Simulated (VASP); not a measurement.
Wanted: the native input for a VASP 6.6.1 run.

```yaml
Task: single point
Functional: PBE
Potentials_or_basis: VASP PAW PBE potentials, release 64 (K_sv, F)
Cutoff: 600 eV
k_mesh: 4 × 4 × 4
Occupations: gaussian, width 0.15 eV
Spin: no spin polarisation
Dipole_correction: no
Further_INCAR_settings: ALGO = Normal; EDIFF = 1e-06; NBANDS = 15
```

The structure of KF lies in POSCAR:

```
KF
1.0
    3.2800199876      0.0000000000      0.0000000000
    0.0000000000      3.2800199876      0.0000000000
    0.0000000000      0.0000000000      3.2800199876
K F
1 1
Direct
    0.0000000000      0.0000000000      0.0000000000
    0.5000000000      0.5000000000      0.5000000000
```

The cell was built from a structure type or drawn by symmetry, and may not be a known phase.

These files were run (other wordings do the same):

INCAR

```
SYSTEM = KF
PREC = Accurate
ENCUT = 600
EDIFF = 1E-6
ISMEAR = 0
SIGMA = 0.15
LREAL = .FALSE.
LASPH = .TRUE.
NELM = 120
ALGO = Normal
ISIF = 2
LWAVE = .FALSE.
LCHARG = .FALSE.
GGA = PE
NBANDS = 15
GGA_COMPAT = .FALSE.
```

KPOINTS

```
Automatic mesh
0
G
  4 4 4
  0 0 0
```

Potentials or basis: VASP PAW PBE potentials, release 64 (K_sv, F).

The run is started by

```console
$ cat potpaw_PBE.64/K_sv/POTCAR potpaw_PBE.64/F/POTCAR > POTCAR
$ mpirun -np 1 vasp_std > vasp.out
```

It gave:

The pressure is -0.7 GPa and the band gap on the k mesh is 6.13 eV (least direct gap 6.18 eV).

Caveat: the k points lie up to 0.48 Å⁻¹ apart.

Run time: 3.6 s on 1 thread of Intel(R) Xeon(R) 6975P-C (Granite Rapids) (shared host), peak memory 0.15 GiB.
